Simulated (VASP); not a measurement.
# Hf4F3 (P-43m) in VASP: further runs, part 3 of 3

VASP 6.6.1. The steps go on from the part before.

## (4) Single point, PBE

INCAR reads:

```
PREC     = Accurate       # precision mode
ENCUT    = 520            # plane-wave cutoff, eV
EDIFF    = 1E-7           # SCF threshold, eV
ISMEAR   = 0              # smearing method
SIGMA    = 0.1            # smearing width, eV
LREAL    = F              # projectors in reciprocal space
LASPH    = T              # aspherical terms in the spheres
NELM     = 60             # most SCF steps
ALGO     = Normal         # electronic algorithm
ISIF     = 2              # what is computed and relaxed
LWAVE    = F              # write WAVECAR
LCHARG   = F              # write CHGCAR
GGA      = PE             # functional
NBANDS   = 40             # bands
```

KPOINTS reads:

```
Automatic mesh
0
Gamma
  6 6 6
```

POSCAR reads:

```
Hf4F3
1.0
    4.9923952533      0.0000000000      0.0000000000
    0.0000000000      4.9923952533      0.0000000000
    0.0000000000      0.0000000000      4.9923952533
Hf F
4 3
Direct
    0.2924070402      0.7075929598      0.2924070402
    0.7075929598      0.2924070402      0.2924070402
    0.2924070402      0.2924070402      0.7075929598
    0.7075929598      0.7075929598      0.7075929598
    0.0000000000      0.0000000000      0.5000000000
    0.5000000000      0.0000000000      0.0000000000
    0.0000000000      0.5000000000      0.0000000000
```

Potentials or basis: VASP PAW PBE potentials, release 64 (Hf_pv, F).

Command:

```console
$ cat potpaw_PBE.64/Hf_pv/POTCAR potpaw_PBE.64/F/POTCAR > POTCAR
$ mpirun -np 1 vasp_std > vasp.out
```

OUTCAR:

```text
PREC = Accurate
   ENCUT = 520
   EDIFF = 1E-7
   ISMEAR = 0
   LREAL = F
   LASPH = T
   NELM = 60
   ISIF = 2
   GGA = PE

 ion  position               nearest neighbor table
   1  0.292  0.708  0.292-   5 2.31   6 2.31   7 2.31   2 2.93   3 2.93   4 2.93   2 3.58   3 3.58
                             3 3.58   4 3.58   2 3.58   4 3.58
   2  0.708  0.292  0.292-   5 2.31   6 2.31   7 2.31   1 2.93   3 2.93   4 2.93   1 3.58   3 3.58
                             3 3.58   4 3.58   1 3.58   4 3.58
   3  0.292  0.292  0.708-   5 2.31   6 2.31   7 2.31   1 2.93   2 2.93   4 2.93   1 3.58   2 3.58
                             1 3.58   4 3.58   2 3.58   4 3.58
   4  0.708  0.708  0.708-   5 2.31   6 2.31   7 2.31   1 2.93   2 2.93   3 2.93   1 3.58   3 3.58
                             2 3.58   3 3.58   1 3.58   2 3.58
   5  0.000  0.000  0.500-   1 2.31   2 2.31   3 2.31   4 2.31
   6  0.500  0.000  0.000-   1 2.31   2 2.31   3 2.31   4 2.31
   7  0.000  0.500  0.000-   1 2.31   2 2.31   3 2.31   4 2.31

  LATTYP: Found a simple cubic cell.
 ALAT       =     4.9923952533

  Lattice vectors:

 A1 = (   4.9923952533,   0.0000000000,   0.0000000000)
 A2 = (   0.0000000000,   4.9923952533,   0.0000000000)
 A3 = (   0.0000000000,   0.0000000000,   4.9923952533)

Analysis of symmetry for initial positions (statically):
=====================================================================
 Subroutine PRICEL returns:
 Original cell was already a primitive cell.

 Routine SETGRP: Setting up the symmetry group for a
 simple cubic supercell.

 Subroutine GETGRP returns: Found 24 space group operations
 (whereof 24 operations were pure point group operations)
 out of a pool of 48 trial point group operations.

The static configuration has the point symmetry T_d .

Analysis of symmetry for dynamics (positions and initial velocities):
=====================================================================
 Subroutine PRICEL returns:
 Original cell was already a primitive cell.

 Routine SETGRP: Setting up the symmetry group for a
 simple cubic supercell.

 Subroutine GETGRP returns: Found 24 space group operations
 (whereof 24 operations were pure point group operations)
 out of a pool of 48 trial point group operations.

The dynamic configuration has the point symmetry T_d .

 Subroutine INISYM returns: Found 24 space group operations
 (whereof 24 operations are pure point group operations),
 and found     1 'primitive' translations

----------------------------------------------------------------------------------------

                                     Primitive cell

  volume of cell :     124.4305

  direct lattice vectors                    reciprocal lattice vectors
     4.992395253  0.000000000  0.000000000     0.200304653  0.000000000  0.000000000
     0.000000000  4.992395253  0.000000000     0.000000000  0.200304653  0.000000000
     0.000000000  0.000000000  4.992395253     0.000000000  0.000000000  0.200304653

  length of vectors
     4.992395253  4.992395253  4.992395253     0.200304653  0.200304653  0.200304653

  position of ions in fractional coordinates (direct lattice)
     0.292407040  0.707592960  0.292407040
     0.707592960  0.292407040  0.292407040
     0.292407040  0.292407040  0.707592960
[... 46 lines left out ...]
  0.500000  0.000000  0.000000      3.000000
  0.166667  0.166667  0.000000     12.000000
  0.333333  0.166667  0.000000     24.000000
[... 12 lines left out ...]
  0.500000  0.500000  0.333333      6.000000
  0.500000  0.500000  0.500000      1.000000
   k-points           NKPTS =     20   k-points in BZ     NKDIM =     20   number of bands    NBANDS=     40
   number of dos      NEDOS =    301   number of ions     NIONS =      7
   total plane-waves  NPLWV =  64000
   dimension x,y,z NGX =    40 NGY =   40 NGZ =   40
   dimension x,y,z NGXF=    80 NGYF=   80 NGZF=   80
   ions per type =               4   3
   NGX,Y,Z   is equivalent  to a cutoff of  13.32, 13.32, 13.32 a.u.
   NGXF,Y,Z  is equivalent  to a cutoff of  26.64, 26.64, 26.64 a.u.
 SYSTEM =  unknown system
   PREC   = accura    normal or accurate (medium, high low for compatibility)
   ISTART =      0    job   : 0-new  1-cont  2-samecut
   ICHARG =      2    charge: 1-file 2-atom 10-const
   ISPIN  =      1    spin polarized calculation?
   LNONCOLLINEAR =      F non collinear calculations
   LSORBIT =      F    spin-orbit coupling
   LASPH  =      T    aspherical Exc in radial PAW
   ENCUT  =  520.0 eV  38.22 Ry    6.18 a.u.   9.28  9.28  9.28*2*pi/ulx,y,z
   NELM   =     60;   NELMIN=  2; NELMDL= -5     # of ELM steps
   EDIFF  = 0.1E-06   stopping-criterion for ELM
   LREAL  =      F    real-space projection
   EDIFFG = 0.1E-05   stopping-criterion for IOM
   NSW    =      0    number of steps for IOM
   IBRION =     -1    ionic relax: 0-MD 1-quasi-New 2-CG
   NFREE  =      0    steps in history (QN), initial steepest desc. (CG)
   ISIF   =      2    stress and relaxation
   ISYM   =      2    0-nonsym 1-usesym 2-fastsym
   POTIM  = 0.5000    time-step for ionic-motion
   TEBEG  =    0.0;   TEEND  =   0.0 temperature during run
   PSTRESS=    0.0 pullay stress
   NELECT =      61.0000    total number of electrons
   NUPDOWN=      -1.0000    fix difference up-down
   EMIN   =  10.00;   EMAX   =-10.00  energy-range for DOS
   EFERMI =   0.00;   METHOD = LEGACY
   ISMEAR =     0;   SIGMA  =   0.10  broadening in eV -4-tet -1-fermi 0-gaus
   EFERMI_NEDOS =   21; number of points for ismear=-14 and -15
   IALGO  =     38    algorithm
   IMIX   =      4    mixing-type and parameters
     AMIX     =   0.40;   BMIX     =  1.00
     AMIX_MAG =   1.60;   BMIX_MAG =  1.00
  volume/ion in A,a.u.               =      17.78       119.96
  Fermi-wavevector in a.u.,A,eV,Ry     =   1.290850  2.439353 22.671306  1.666294
  Thomas-Fermi vector in A             =   2.422656
   LORBIT       =      0    0 simple, 1 ext, 2 COOP (PROOUT), +10 PAW based schemes
   GGA     = PE    functional components
   LHFCALC =     F    Hartree Fock is set to
   AEXX    =    0.0000 exact exchange contribution
   IVDW    =     0    specifies the selected vdW correction
   LEPSILON=     F    determine dielectric tensor
   LRPA    =     F    only Hartree local field effects (RPA)
 non-spin polarized calculation
 Gauss-broadening in eV      SIGMA  =   0.10
  energy-cutoff  :      520.00
  volume of cell :      124.43
 maximum number of plane-waves:      3407
 NGX is ok and might be reduce to    40
   NGX = 19   NGY = 19   NGZ = 19

 number of electron      61.0000027 magnetization

 Free energy of the ion-electron system (eV)
  ---------------------------------------------------
  ext. energy  EPLUGINS =         0.00000000
  ---------------------------------------------------
  free energy    TOTEN  =       -55.57192739 eV

  energy without entropy =      -55.55071978  energy(sigma->0) =      -55.56132359

 E-fermi :   4.3610     XC(G=0): -10.6085

 val. band max:        4.3346041109   @ k =   0.5000   0.3333   0.1667
 cond. band min:       4.3656409807   @ k =   0.3333   0.3333   0.3333
 fundamental gap:      0.0310368698
 Fermi energy:         4.3610057932

 k-point     1 :       0.0000    0.0000    0.0000
  band No.  band energies     occupation
      1     -27.1000      2.00000
      2     -26.8751      2.00000
      3     -26.8751      2.00000
      4     -26.6403      2.00000
      5     -26.6403      2.00000
      6     -26.6403      2.00000
[... 849 lines left out ...]
     39       6.8202      0.00000
     40       6.8202      0.00000

------------------------ aborting loop because EDIFF is reached ----------------------------------------

  FORCE on cell =-STRESS in cart. coord.  units (eV):
  Direction    XX          YY          ZZ          XY          YZ          ZX
  --------------------------------------------------------------------------------------
  -------------------------------------------------------------------------------------
  Total       -1.1023677     -1.1023677     -1.1023677     -0.0000000     -0.0000000      0.0000000
  in kB      -14.1941752    -14.1941752    -14.1941752     -0.0000000     -0.0000000      0.0000000
  external PRESSURE =     -14.1941752 kB  Pullay stress =       0.0000000 kB

 VOLUME and BASIS-vectors are now :
 -----------------------------------------------------------------------------
  energy-cutoff  :      520.00
  volume of cell :      124.43
      direct lattice vectors                 reciprocal lattice vectors
     4.992395253  0.000000000  0.000000000     0.200304653  0.000000000  0.000000000
     0.000000000  4.992395253  0.000000000     0.000000000  0.200304653  0.000000000
     0.000000000  0.000000000  4.992395253     0.000000000  0.000000000  0.200304653

 POSITION                                       TOTAL-FORCE (eV/Angst)
 -----------------------------------------------------------------------------------
      1.45981      3.53258      1.45981        -0.012105      0.012105     -0.012105
      3.53258      1.45981      1.45981         0.012105     -0.012105     -0.012105
      1.45981      1.45981      3.53258        -0.012105     -0.012105      0.012105
      3.53258      3.53258      3.53258         0.012105      0.012105      0.012105
      0.00000      0.00000      2.49620        -0.000000      0.000000      0.000000
      2.49620      0.00000      0.00000        -0.000000      0.000000     -0.000000
      0.00000      2.49620      0.00000        -0.000000      0.000000     -0.000000
 -----------------------------------------------------------------------------------
    total drift:                               -0.000000     -0.000000     -0.000000

  FREE ENERGIE OF THE ION-ELECTRON SYSTEM (eV)
  ---------------------------------------------------
  free  energy   TOTEN  =       -55.5719273888 eV

  energy  without entropy=      -55.5507197823  energy(sigma->0) =      -55.56132359
```

It took 61 s on 1 thread of Intel Xeon 6975P-C (Granite Rapids), shared host; peak memory 0.28 GiB.

Results:

| Property | Result |
| --- | --- |
| Free energy | -55.5719 eV |
| Pressure | -1.4 GPa |
| Largest force | 0.021 eV/Å |
| Band gap on the k mesh | zero (an odd number of electrons rules out a gap without spin polarisation) |

Forces on the atoms (eV/Å):
```
Hf  -0.012  0.012 -0.012
Hf   0.012 -0.012 -0.012
Hf  -0.012 -0.012  0.012
Hf   0.012  0.012  0.012
F    0.000  0.000  0.000
F    0.000  0.000  0.000
F    0.000  0.000  0.000
```

Caveat: spin-orbit coupling is left out, which moves the levels of the heavy elements; an odd number of electrons without spin polarisation forces a metal; a magnetic or distorted state may lie lower.

## (5) The runs side by side

| task | cell | k mesh | cutoff (eV) | smearing | gap on the mesh (eV) | pressure (GPa) | largest force (eV/Å) |
| --- | --- | --- | --- | --- | --- | --- | --- |
| single point | a = 4.995 Å, 7 atoms, atomic positions A | 3 × 3 × 3 | 520 | gaussian 0.2 eV | none | -1.5 | 0.02 |
| relaxation of cell and atoms | relaxed from a = 4.990 Å, 7 atoms, atomic positions B | 3 × 3 × 3 | 600 | gaussian 0.2 eV | none | 0.0 | 0.01 |
| single point | a = 4.992 Å, 7 atoms, atomic positions C | 6 × 6 × 6 | 520 | gaussian 0.1 eV | none | -1.4 | 0.02 |

Alike in all rows: level PBE; potentials or basis VASP PAW PBE potentials, release 64 (Hf_pv, F); no spin polarisation.

Caveats: some runs use coarse meshes; spin-orbit coupling is left out, which moves the levels of the heavy elements; an odd number of electrons without spin polarisation forces a metal; a magnetic or distorted state may lie lower.

Total energies depend on the potentials used, so only differences within one code and one set of settings carry meaning.

The gap in the log of VASP goes by the Fermi energy; the results here count the filled bands.